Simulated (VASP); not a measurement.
# Ga3Se (Cmmm) in VASP: single point with PBE+D3(BJ)

Aim: the single point of Ga3Se with PBE+D3(BJ).

Everything below comes from runs of VASP 6.6.1. Logs are shortened: lines on timing, memory, paths and dates and some standing lists are left out, and cuts for length are marked.

## Step 1: The cell of the first run

The structure is orthorhombic, space group Cmmm (No. 65). The conventional cell has a = 6.069 Å, b = 6.160 Å, c = 4.324 Å, α = 90.00°, β = 90.00°, γ = 90.00°. Ga (site symmetry 2/m) has 8 Ga at 3.03 to 3.08 Å and 4 Se at 3.06 Å within 4.0 Å. Within 4.0 Å of Ga (site symmetry mmm) lie 4 Se at 3.03 to 3.08 Å and 8 Ga at 3.06 Å. Within 4.0 Å of Se (site symmetry mmm) lie 12 Ga at 3.03 to 3.08 Å.

## Step 2: Single point, PBE+D3(BJ) (strain +0.0150 x Voigt [0, 0, 0, 0, 0, 1])

INCAR

```
ALGO     = Normal         # electronic algorithm
EDIFF    = 1E-6           # SCF threshold, eV
ENCUT    = 520            # plane-wave cutoff, eV
GGA      = PE             # functional
ISIF     = 2              # what is computed and relaxed
ISMEAR   = 0              # smearing method
IVDW     = 12             # dispersion correction
LASPH    = True           # aspherical terms in the spheres
LCHARG   = False          # write CHGCAR
LREAL    = False          # projectors in reciprocal space
LWAVE    = False          # write WAVECAR
NBANDS   = 30             # bands
NELM     = 100            # most SCF steps
PREC     = Accurate       # precision mode
SIGMA    = 0.15           # smearing width, eV
```

KPOINTS

```
k-points
0
Gamma
  12 12 12
```

POSCAR

```
Ga3Se
1.0
    4.3236103161      0.0324270774      0.0000000000
    0.0324270774      4.3236103161      0.0000000000
    0.0000000000      0.0000000000      4.3236103161
Ga Se
3 1
Direct
    0.0000000000      0.5000000000      0.5000000000
    0.5000000000      0.0000000000      0.5000000000
    0.5000000000      0.5000000000      0.0000000000
    0.0000000000      0.0000000000      0.0000000000
```

Potentials or basis: VASP PAW PBE potentials, release 64 (Ga_d, Se).

On the command line:

```bash
$ cat potpaw_PBE.64/Ga_d/POTCAR potpaw_PBE.64/Se/POTCAR > POTCAR
$ mpirun -np 1 vasp_std > vasp.out
```

OUTCAR:

```text
EDIFF = 1E-6
   ENCUT = 520
   GGA = PE
   ISIF = 2
   ISMEAR = 0
   IVDW = 12
   LASPH = True
   LREAL = False
   NELM = 100
   PREC = Accurate
 IVDW          = 12

 ion  position               nearest neighbor table
   1  0.000  0.500  0.500-
   2  0.500  0.000  0.500-
   3  0.500  0.500  0.000-
   4  0.000  0.000  0.000-

  LATTYP: Found a base centered orthorhombic cell.
 ALAT       =     6.0686495348
 B/A-ratio  =     1.0151133501
 C/A-ratio  =     0.7124501574

  Lattice vectors:

 A1 = (  -0.0324270774,  -4.3236103161,   0.0000000000)
 A2 = (   4.3236103161,   0.0324270774,   0.0000000000)
 A3 = (   0.0000000000,   0.0000000000,   4.3236103161)

Analysis of symmetry for initial positions (statically):
=====================================================================
 Subroutine PRICEL returns:
 Original cell was already a primitive cell.

 Routine SETGRP: Setting up the symmetry group for a
 base centered orthorhombic supercell.

 Subroutine GETGRP returns: Found  8 space group operations
 (whereof  8 operations were pure point group operations)
 out of a pool of  8 trial point group operations.

The static configuration has the point symmetry D_2h.

Analysis of symmetry for dynamics (positions and initial velocities):
=====================================================================
 Subroutine PRICEL returns:
 Original cell was already a primitive cell.

 Routine SETGRP: Setting up the symmetry group for a
 base centered orthorhombic supercell.

 Subroutine GETGRP returns: Found  8 space group operations
 (whereof  8 operations were pure point group operations)
 out of a pool of  8 trial point group operations.

The dynamic configuration has the point symmetry D_2h.

 Subroutine INISYM returns: Found  8 space group operations
 (whereof  8 operations are pure point group operations),
 and found     1 'primitive' translations

----------------------------------------------------------------------------------------

                                     Primitive cell

  volume of cell :      80.8193

  direct lattice vectors                    reciprocal lattice vectors
     4.323610316  0.032427077  0.000000000     0.231301200 -0.001734759  0.000000000
     0.032427077  4.323610316  0.000000000    -0.001734759  0.231301200  0.000000000
     0.000000000  0.000000000  4.323610316     0.000000000  0.000000000  0.231288189

  length of vectors
     4.323731916  4.323731916  4.323610316     0.231307705  0.231307705  0.231288189

  position of ions in fractional coordinates (direct lattice)
     1.000000000  0.500000000  0.500000000
     0.500000000  1.000000000  0.500000000
     0.500000000  0.500000000  0.000000000
     0.000000000  0.000000000  0.000000000

  ion indices of the primitive-cell ions
   primitive index   ion index
                 1           1
                 2           2
                 3           3
                 4           4

----------------------------------------------------------------------------------------

 KPOINTS: k-points

Automatic generation of k-mesh.
 Grid dimensions read from file:
 generate k-points for:   12   12   12

 Generating k-lattice:

  Cartesian coordinates                     Fractional coordinates (reciprocal lattice)
     0.019275100 -0.000144563  0.000000000     0.083333333 -0.000000000  0.000000000
    -0.000144563  0.019275100  0.000000000    -0.000000000  0.083333333  0.000000000
     0.000000000  0.000000000  0.019274016     0.000000000  0.000000000  0.083333333

  Length of vectors
     0.019275642  0.019275642  0.019274016

  Shift w.r.t. Gamma in fractional coordinates (k-lattice)
     0.000000000  0.000000000  0.000000000

 Subroutine IBZKPT returns following result:
 ===========================================

 Found    301 irreducible k-points:

 Following reciprocal coordinates:
            Coordinates               Weight
  0.000000  0.000000  0.000000      1.000000
  0.083333  0.000000  0.000000      4.000000
  0.166667  0.000000  0.000000      4.000000
  0.250000  0.000000  0.000000      4.000000
  0.333333  0.000000  0.000000      4.000000
  0.416667  0.000000  0.000000      4.000000
[... 16 lines left out ...]
  0.500000  0.166667  0.000000      4.000000
 -0.416667  0.166667  0.000000      4.000000
 [... further k-points ...]
   k-points           NKPTS =    301   k-points in BZ     NKDIM =    301   number of bands    NBANDS=     30
   number of dos      NEDOS =    301   number of ions     NIONS =      4
   total plane-waves  NPLWV =  32768
   dimension x,y,z NGX =    32 NGY =   32 NGZ =   32
   dimension x,y,z NGXF=    64 NGYF=   64 NGZF=   64
   ions per type =               3   1
   NGX,Y,Z   is equivalent  to a cutoff of  12.30, 12.30, 12.30 a.u.
   NGXF,Y,Z  is equivalent  to a cutoff of  24.61, 24.61, 24.61 a.u.
 SYSTEM =  unknown system
   PREC   = accura    normal or accurate (medium, high low for compatibility)
   ISTART =      0    job   : 0-new  1-cont  2-samecut
   ICHARG =      2    charge: 1-file 2-atom 10-const
   ISPIN  =      1    spin polarized calculation?
   LNONCOLLINEAR =      F non collinear calculations
   LSORBIT =      F    spin-orbit coupling
   LASPH  =      T    aspherical Exc in radial PAW
   ENCUT  =  520.0 eV  38.22 Ry    6.18 a.u.   8.04  8.04  8.04*2*pi/ulx,y,z
   NELM   =    100;   NELMIN=  2; NELMDL= -5     # of ELM steps
   EDIFF  = 0.1E-05   stopping-criterion for ELM
   LREAL  =      F    real-space projection
   EDIFFG = 0.1E-04   stopping-criterion for IOM
   NSW    =      0    number of steps for IOM
   IBRION =     -1    ionic relax: 0-MD 1-quasi-New 2-CG
   NFREE  =      0    steps in history (QN), initial steepest desc. (CG)
   ISIF   =      2    stress and relaxation
   ISYM   =      2    0-nonsym 1-usesym 2-fastsym
   POTIM  = 0.5000    time-step for ionic-motion
   TEBEG  =    0.0;   TEEND  =   0.0 temperature during run
   PSTRESS=    0.0 pullay stress
   NELECT =      45.0000    total number of electrons
   NUPDOWN=      -1.0000    fix difference up-down
   EMIN   =  10.00;   EMAX   =-10.00  energy-range for DOS
   EFERMI =   0.00;   METHOD = LEGACY
   ISMEAR =     0;   SIGMA  =   0.15  broadening in eV -4-tet -1-fermi 0-gaus
   EFERMI_NEDOS =   21; number of points for ismear=-14 and -15
   IALGO  =     38    algorithm
   IMIX   =      4    mixing-type and parameters
     AMIX     =   0.40;   BMIX     =  1.00
     AMIX_MAG =   1.60;   BMIX_MAG =  1.00
  volume/ion in A,a.u.               =      20.20       136.35
  Fermi-wavevector in a.u.,A,eV,Ry     =   1.346813  2.545107 24.679676  1.813905
  Thomas-Fermi vector in A             =   2.474614
   LORBIT       =      0    0 simple, 1 ext, 2 COOP (PROOUT), +10 PAW based schemes
   GGA     = PE    functional components
   LHFCALC =     F    Hartree Fock is set to
   AEXX    =    0.0000 exact exchange contribution
   IVDW    =    12    specifies the selected vdW correction
   LEPSILON=     F    determine dielectric tensor
   LRPA    =     F    only Hartree local field effects (RPA)
 non-spin polarized calculation
 Gauss-broadening in eV      SIGMA  =   0.15
  energy-cutoff  :      520.00
  volume of cell :       80.82
 maximum number of plane-waves:      2223
   NGX = 17   NGY = 17   NGZ = 17

 number of electron      45.0000068 magnetization

 Free energy of the ion-electron system (eV)
  ---------------------------------------------------
  ext. energy  EPLUGINS =         0.00000000
  ---------------------------------------------------
  free energy    TOTEN  =       -12.38993798 eV

  energy without entropy =      -12.37286354  energy(sigma->0) =      -12.38140076

 E-fermi :   5.3141     XC(G=0): -10.6273

 val. band max:        5.2997409581   @ k =   0.3333   0.2500   0.0833
 cond. band min:       5.3155185250   @ k =  -0.4167   0.3333   0.0833
 fundamental gap:      0.0157775669
 Fermi energy:         5.3141380970

 k-point     1 :       0.0000    0.0000    0.0000
  band No.  band energies     occupation
      1      -9.7929      2.00000
      2      -9.7451      2.00000
      3      -9.7434      2.00000
      4      -9.7415      2.00000
      5      -9.6839      2.00000
      6      -9.6839      2.00000
[... 22 lines left out ...]
     29      11.5275      0.00000
     30      12.4589      0.00000

 k-point     2 :       0.0833    0.0000    0.0000
  band No.  band energies     occupation
      1      -9.7866      2.00000
      2      -9.7430      2.00000
      3      -9.7393      2.00000
      4      -9.7385      2.00000
      5      -9.6832      2.00000
      6      -9.6808      2.00000
[... 22 lines left out ...]
     29      11.7856      0.00000
     30      12.6191      0.00000

 k-point     3 :       0.1667    0.0000    0.0000
  band No.  band energies     occupation
      1      -9.7686      2.00000
      2      -9.7395      2.00000
      3      -9.7273      2.00000
      4      -9.7270      2.00000
      5      -9.6813      2.00000
      6      -9.6718      2.00000
[... 22 lines left out ...]
     29      12.3290      0.00000
     30      12.7573      0.00000

 k-point     4 :       0.2500    0.0000    0.0000
  band No.  band energies     occupation
      1      -9.7419      2.00000
      2      -9.7352      2.00000
      3      -9.7081      2.00000
      4      -9.7081      2.00000
      5      -9.6784      2.00000
      6      -9.6581      2.00000
[... 22 lines left out ...]
     29      12.8255      0.00000
     30      12.9801      0.00000

 k-point     5 :       0.3333    0.0000    0.0000
  band No.  band energies     occupation
      1      -9.7307      2.00000
      2      -9.7112      2.00000
      3      -9.6837      2.00000
      4      -9.6837      2.00000
      5      -9.6740      2.00000
      6      -9.6417      2.00000
[... 22 lines left out ...]
     29      12.2292      0.00000
     30      12.6221      0.00000
[... 526 lines left out ...]
     29      10.7761      0.00000
     30      11.3081      0.00000

 k-point    22 :       0.4167    0.1667    0.0000
  band No.  band energies     occupation
      1      -9.7133      2.00000
      2      -9.6907      2.00000
      3      -9.6653      2.00000
      4      -9.6572      2.00000
      5      -9.6515      2.00000
      6      -9.6289      2.00000
[... 22 lines left out ...]
     29      10.7377      0.00000
     30      10.8367      0.00000

 k-point    23 :       0.5000    0.1667    0.0000
  band No.  band energies     occupation
      1      -9.7113      2.00000
      2      -9.6778      2.00000
      3      -9.6655      2.00000
      4      -9.6499      2.00000
      5      -9.6375      2.00000
      6      -9.6265      2.00000
[... 22 lines left out ...]
     29      10.5414      0.00000
     30      11.6268      0.00000

 k-point    24 :      -0.4167    0.1667    0.0000
  band No.  band energies     occupation
      1      -9.7128      2.00000
      2      -9.6870      2.00000
      3      -9.6647      2.00000
      4      -9.6567      2.00000
      5      -9.6475      2.00000
      6      -9.6281      2.00000
[... 22 lines left out ...]
     29      10.8491      0.00000
     30      10.8525      0.00000

 [... further k-points ...]

------------------------ aborting loop because EDIFF is reached ----------------------------------------

 Edisp (eV)   -1.26460

 E8    (eV) :    -0.5688

  FORCE on cell =-STRESS in cart. coord.  units (eV):
  Direction    XX          YY          ZZ          XY          YZ          ZX
  --------------------------------------------------------------------------------------
  -------------------------------------------------------------------------------------
  Total       0.12718     0.12718     0.11477    -0.02766     0.00000     0.00000
  in kB       2.52131     2.52131     2.27524    -0.54844     0.00000     0.00000
  external pressure =        2.44 kB  Pullay stress =        0.00 kB

 VOLUME and BASIS-vectors are now :
 -----------------------------------------------------------------------------
  energy-cutoff  :      520.00
  volume of cell :       80.82
      direct lattice vectors                 reciprocal lattice vectors
     4.323610316  0.032427077  0.000000000     0.231301200 -0.001734759  0.000000000
     0.032427077  4.323610316  0.000000000    -0.001734759  0.231301200  0.000000000
     0.000000000  0.000000000  4.323610316     0.000000000  0.000000000  0.231288189

 POSITION                                       TOTAL-FORCE (eV/Angst)
 -----------------------------------------------------------------------------------
      0.01621      2.16181      2.16181        -0.000000      0.000000      0.000000
      2.16181      0.01621      2.16181         0.000000      0.000000      0.000000
      2.17802      2.17802      0.00000         0.000000      0.000000      0.000000
      0.00000      0.00000      0.00000        -0.000000      0.000000      0.000000
 -----------------------------------------------------------------------------------
    total drift:                                0.000000     -0.000000     -0.000000

  FREE ENERGIE OF THE ION-ELECTRON SYSTEM (eV)
  ---------------------------------------------------
  free  energy   TOTEN  =       -13.6545373897 eV

  energy  without entropy=      -13.6374629436  energy(sigma->0) =      -13.64600017
```

Wall time 4.3 min (1 thread of AMD EPYC 9R45 (Zen 5), shared host); peak memory 0.62 GiB.

What came out:

```yaml
Free_energy: -13.6545 eV
Pressure: 0.2 GPa
Band_gap_on_the_k_mesh: zero (an odd number of electrons rules out a gap without spin polarisation)
Dispersion_energy_per_atom: -0.316 eV
```

Stress tensor (GPa, compression positive):
```
 0.25 -0.05  0.00
-0.05  0.25  0.00
 0.00  0.00  0.23
```

Caveat: the cell differs from its parent crystal (strain +0.0150 x Voigt [0, 0, 0, 0, 0, 1]).
